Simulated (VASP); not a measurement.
# LiF (P6_3/mmc) in VASP: further runs, part 2 of 2

VASP 6.6.1. Earlier steps stand in the parts before.

## Step 5: Single point, r2SCAN (volume changed by +6%)

POSCAR

```
LiF
1.0
    2.8301470253      0.0000000000      0.0000000000
   -1.4150735127      2.4509792204      0.0000000000
    0.0000000000      0.0000000000      4.8764959730
Li F
2 2
Direct
    0.0000000000      0.0000000000      0.0000000000
    0.0000000000      0.0000000000      0.5000000000
    0.3333333333      0.6666666667      0.2500000000
    0.6666666667      0.3333333333      0.7500000000
```

INCAR.step1

```
PREC = Accurate
ENCUT = 520
ISMEAR = 0
SIGMA = 0.01
LREAL = F
LASPH = T
NELM = 60
NBANDS = 18
GGA = PE
ALGO = Normal
EDIFF = 1E-4
LWAVE = T
LCHARG = F
```

INCAR.step2

```
PREC = Accurate
ENCUT = 520
EDIFF = 1E-6
ISMEAR = 0
SIGMA = 0.01
LREAL = F
LASPH = T
NELM = 60
ALGO = Normal
ISIF = 2
LWAVE = F
LCHARG = F
METAGGA = R2SCAN
LMIXTAU = T
NBANDS = 18
ISTART = 1
```

KPOINTS

```
regular mesh
0
Gamma
  9 9 4
```

Potentials or basis: VASP PAW PBE potentials, release 64 (Li_sv, F).

Started as:

```
$ cat potpaw_PBE.64/Li_sv/POTCAR potpaw_PBE.64/F/POTCAR > POTCAR
$ cp INCAR.step1 INCAR
$ mpirun -np 1 vasp_std > vasp.out
$ cp INCAR.step2 INCAR
$ mpirun -np 1 vasp_std > vasp.out
```

OUTCAR:

```text
PREC = Accurate
   ENCUT = 520
   EDIFF = 1E-6
   ISMEAR = 0
   LREAL = F
   LASPH = T
   NELM = 60
   ISIF = 2
   METAGGA = R2SCAN
   ISTART = 1

 ion  position               nearest neighbor table
   1  0.000  0.000  0.000-   3 2.04   4 2.04   4 2.04   3 2.04   4 2.04   3 2.04   2 2.44   2 2.44

   2  0.000  0.000  0.500-   3 2.04   4 2.04   4 2.04   3 2.04   4 2.04   3 2.04   1 2.44   1 2.44

   3  0.333  0.667  0.250-   1 2.04   2 2.04   1 2.04   2 2.04   1 2.04   2 2.04
   4  0.667  0.333  0.750-   1 2.04   2 2.04   1 2.04   2 2.04   1 2.04   2 2.04

  LATTYP: Found a hexagonal cell.
 ALAT       =     2.8301470253
 C/A-ratio  =     1.7230539366

  Lattice vectors:

 A1 = (   2.8301470253,   0.0000000000,   0.0000000000)
 A2 = (  -1.4150735127,   2.4509792204,   0.0000000000)
 A3 = (   0.0000000000,   0.0000000000,   4.8764959730)

Analysis of symmetry for initial positions (statically):
=====================================================================
 Subroutine PRICEL returns:
 Original cell was already a primitive cell.

 Routine SETGRP: Setting up the symmetry group for a
 hexagonal supercell.

 Subroutine GETGRP returns: Found 24 space group operations
 (whereof 12 operations were pure point group operations)
 out of a pool of 24 trial point group operations.

The static configuration has the point symmetry D_3d.
 The point group associated with its full space group is D_6h.

Analysis of symmetry for dynamics (positions and initial velocities):
=====================================================================
 Subroutine PRICEL returns:
 Original cell was already a primitive cell.

 Routine SETGRP: Setting up the symmetry group for a
 hexagonal supercell.

 Subroutine GETGRP returns: Found 24 space group operations
 (whereof 12 operations were pure point group operations)
 out of a pool of 24 trial point group operations.

The dynamic configuration has the point symmetry D_3d.
 The point group associated with its full space group is D_6h.

 Subroutine INISYM returns: Found 24 space group operations
 (whereof 12 operations are pure point group operations),
 and found     1 'primitive' translations

----------------------------------------------------------------------------------------

                                     Primitive cell

  volume of cell :      33.8265

  direct lattice vectors                    reciprocal lattice vectors
     2.830147025  0.000000000  0.000000000     0.353338534  0.204000098  0.000000000
    -1.415073513  2.450979220  0.000000000     0.000000000  0.408000195  0.000000000
     0.000000000  0.000000000  4.876495973     0.000000000  0.000000000  0.205065278

  length of vectors
     2.830147025  2.830147025  4.876495973     0.408000195  0.408000195  0.205065278

  position of ions in fractional coordinates (direct lattice)
     0.000000000  0.000000000  0.000000000
     0.000000000  0.000000000  0.500000000
     0.333333333  0.666666667  0.250000000
     0.666666667  0.333333333  0.750000000

  ion indices of the primitive-cell ions
   primitive index   ion index
                 1           1
                 2           2
                 3           3
                 4           4

----------------------------------------------------------------------------------------

 KPOINTS: regular mesh

Automatic generation of k-mesh.
 Grid dimensions read from file:
 generate k-points for:    9    9    4

 Generating k-lattice:

  Cartesian coordinates                     Fractional coordinates (reciprocal lattice)
     0.039259837  0.022666678  0.000000000     0.111111111  0.000000000  0.000000000
     0.000000000  0.045333355  0.000000000     0.000000000  0.111111111  0.000000000
     0.000000000  0.000000000  0.051266319     0.000000000  0.000000000  0.250000000

  Length of vectors
     0.045333355  0.045333355  0.051266319

  Shift w.r.t. Gamma in fractional coordinates (k-lattice)
     0.000000000  0.000000000  0.000000000

 Subroutine IBZKPT returns following result:
 ===========================================

 Found     36 irreducible k-points:

 Following reciprocal coordinates:
            Coordinates               Weight
  0.000000  0.000000  0.000000      1.000000
  0.111111 -0.000000  0.000000      6.000000
  0.222222 -0.000000  0.000000      6.000000
  0.333333 -0.000000  0.000000      6.000000
  0.444444 -0.000000  0.000000      6.000000
  0.111111  0.111111  0.000000      6.000000
[... 16 lines left out ...]
  0.333333  0.222222  0.250000     24.000000
  0.333333  0.333333  0.250000      4.000000
 [... further k-points ...]
   k-points           NKPTS =     36   k-points in BZ     NKDIM =     36   number of bands    NBANDS=     18
   number of dos      NEDOS =    301   number of ions     NIONS =      4
   total plane-waves  NPLWV =  20736
   dimension x,y,z NGX =    24 NGY =   24 NGZ =   36
   dimension x,y,z NGXF=    48 NGYF=   48 NGZF=   72
   ions per type =               2   2
   NGX,Y,Z   is equivalent  to a cutoff of  14.10, 14.10, 12.27 a.u.
   NGXF,Y,Z  is equivalent  to a cutoff of  28.20, 28.20, 24.55 a.u.
 SYSTEM =  unknown system
   PREC   = accura    normal or accurate (medium, high low for compatibility)
   ISTART =      1    job   : 0-new  1-cont  2-samecut
   ICHARG =      0    charge: 1-file 2-atom 10-const
   ISPIN  =      1    spin polarized calculation?
   LNONCOLLINEAR =      F non collinear calculations
   LSORBIT =      F    spin-orbit coupling
   LASPH  =      T    aspherical Exc in radial PAW
   ENCUT  =  520.0 eV  38.22 Ry    6.18 a.u.   5.26  5.26  9.07*2*pi/ulx,y,z
   NELM   =     60;   NELMIN=  2; NELMDL=  0     # of ELM steps
   EDIFF  = 0.1E-05   stopping-criterion for ELM
   LREAL  =      F    real-space projection
   EDIFFG = 0.1E-04   stopping-criterion for IOM
   NSW    =      0    number of steps for IOM
   IBRION =     -1    ionic relax: 0-MD 1-quasi-New 2-CG
   NFREE  =      0    steps in history (QN), initial steepest desc. (CG)
   ISIF   =      2    stress and relaxation
   ISYM   =      2    0-nonsym 1-usesym 2-fastsym
   POTIM  = 0.5000    time-step for ionic-motion
   TEBEG  =    0.0;   TEEND  =   0.0 temperature during run
   PSTRESS=    0.0 pullay stress
   NELECT =      20.0000    total number of electrons
   NUPDOWN=      -1.0000    fix difference up-down
   EMIN   =  10.00;   EMAX   =-10.00  energy-range for DOS
   EFERMI =   0.00;   METHOD = LEGACY
   ISMEAR =     0;   SIGMA  =   0.01  broadening in eV -4-tet -1-fermi 0-gaus
   EFERMI_NEDOS =   21; number of points for ismear=-14 and -15
   IALGO  =     38    algorithm
   IMIX   =      4    mixing-type and parameters
     AMIX     =   0.40;   BMIX     =  1.00
     AMIX_MAG =   1.60;   BMIX_MAG =  1.00
  volume/ion in A,a.u.               =       8.46        57.07
  Fermi-wavevector in a.u.,A,eV,Ry     =   1.374040  2.596559 25.687603  1.887986
  Thomas-Fermi vector in A             =   2.499502
   LORBIT       =      0    0 simple, 1 ext, 2 COOP (PROOUT), +10 PAW based schemes
   METAGGA = R2SCAN    functional components
   LHFCALC =     F    Hartree Fock is set to
   AEXX    =    0.0000 exact exchange contribution
   IVDW    =     0    specifies the selected vdW correction
   LEPSILON=     F    determine dielectric tensor
   LRPA    =     F    only Hartree local field effects (RPA)
 non-spin polarized calculation
 Gauss-broadening in eV      SIGMA  =   0.01
  energy-cutoff  :      520.00
  volume of cell :       33.83
 maximum number of plane-waves:       928
 NGX is ok and might be reduce to    24
   NGX = 11   NGY = 11   NGZ = 19

 number of electron      19.9999995 magnetization

 Free energy of the ion-electron system (eV)
  ---------------------------------------------------
  ext. energy  EPLUGINS =         0.00000000
  ---------------------------------------------------
  free energy    TOTEN  =       -23.59396134 eV

  energy without entropy =      -23.59396134  energy(sigma->0) =      -23.59396134

 E-fermi :  -1.6704     XC(G=0): -10.3578

 val. band max:       -1.7397326963   @ k =   0.0000   0.0000   0.0000
 cond. band min:       8.1129552307   @ k =   0.0000   0.0000   0.0000
 fundamental gap:      9.8526879270
 Fermi energy:        -1.6703533192

 k-point     1 :       0.0000    0.0000    0.0000
  band No.  band energies     occupation
      1     -44.1328      2.00000
      2     -44.0577      2.00000
      3     -22.8385      2.00000
      4     -22.5326      2.00000
      5      -4.2457      2.00000
      6      -2.0262      2.00000
[... 481 lines left out ...]
      5      -3.9092      2.00000
      6      -3.9092      2.00000
[... 10 lines left out ...]
     17      20.3288      0.00000
     18      23.2501      0.00000

 [... further k-points ...]
[... 5 lines left out ...]
  --------------------------------------------------------------------------------------
  -------------------------------------------------------------------------------------
  Total       -1.0171104     -1.0171104     -0.9967893      0.0000000      0.0000000      0.0000000
  in kB      -48.1750502    -48.1750502    -47.2125504      0.0000000      0.0000000      0.0000000
  external PRESSURE =     -47.8542170 kB  Pullay stress =       0.0000000 kB

 VOLUME and BASIS-vectors are now :
 -----------------------------------------------------------------------------
  energy-cutoff  :      520.00
  volume of cell :       33.83
      direct lattice vectors                 reciprocal lattice vectors
     2.830147025  0.000000000  0.000000000     0.353338534  0.204000098  0.000000000
    -1.415073513  2.450979220  0.000000000     0.000000000  0.408000195  0.000000000
     0.000000000  0.000000000  4.876495973     0.000000000  0.000000000  0.205065278

 POSITION                                       TOTAL-FORCE (eV/Angst)
 -----------------------------------------------------------------------------------
      0.00000      0.00000      0.00000         0.000000      0.000000      0.000000
      0.00000      0.00000      2.43825         0.000000      0.000000      0.000000
     -0.00000      1.63399      1.21912         0.000000     -0.000000     -0.000000
      1.41507      0.81699      3.65737        -0.000000      0.000000      0.000000
 -----------------------------------------------------------------------------------
    total drift:                               -0.000000      0.000000     -0.000000

  FREE ENERGIE OF THE ION-ELECTRON SYSTEM (eV)
  ---------------------------------------------------
  free  energy   TOTEN  =       -23.5939613435 eV

  energy  without entropy=      -23.5939613435  energy(sigma->0) =      -23.59396134
```

It took 28 s on 1 thread of Intel Xeon 6975P-C (Granite Rapids), shared host; peak memory 0.16 GiB.

Results:

```yaml
Free_energy: -23.5940 eV
Band_gap_on_the_k_mesh: 9.85 eV, direct
```

Caveat: the cutoff is under 1.25 times the usual one of these potentials, so pressure, stress and relaxed cells hold a basis-set (Pulay) error; the PAW data sets were made with another functional, which shifts forces and pressure a little.

## Step 6: Summary

```tsv
cell	gap on the mesh (eV)
a = 2.748, b = 2.748, c = 4.734 Å, angles 90.0, 90.0, 120.0°, 4 atoms	10.70
a = 2.776, b = 2.776, c = 4.783 Å, angles 90.0, 90.0, 120.0°, 4 atoms	10.40
a = 2.803, b = 2.803, c = 4.830 Å, angles 90.0, 90.0, 120.0°, 4 atoms	10.12
a = 2.830, b = 2.830, c = 4.876 Å, angles 90.0, 90.0, 120.0°, 4 atoms	9.85
```

Alike in all rows: task single point; level r2SCAN; potentials or basis VASP PAW PBE potentials, release 64 (Li_sv, F); no spin polarisation; k mesh 9 × 9 × 4; cutoff (eV) 520; smearing gaussian 0.01 eV.

Caveats: the cutoff is under 1.25 times the usual one of these potentials, so pressure, stress and relaxed cells hold a basis-set (Pulay) error; the PAW data sets were made with another functional, which shifts forces and pressure a little.

Absolute energies hang on the potentials; compare differences alone.
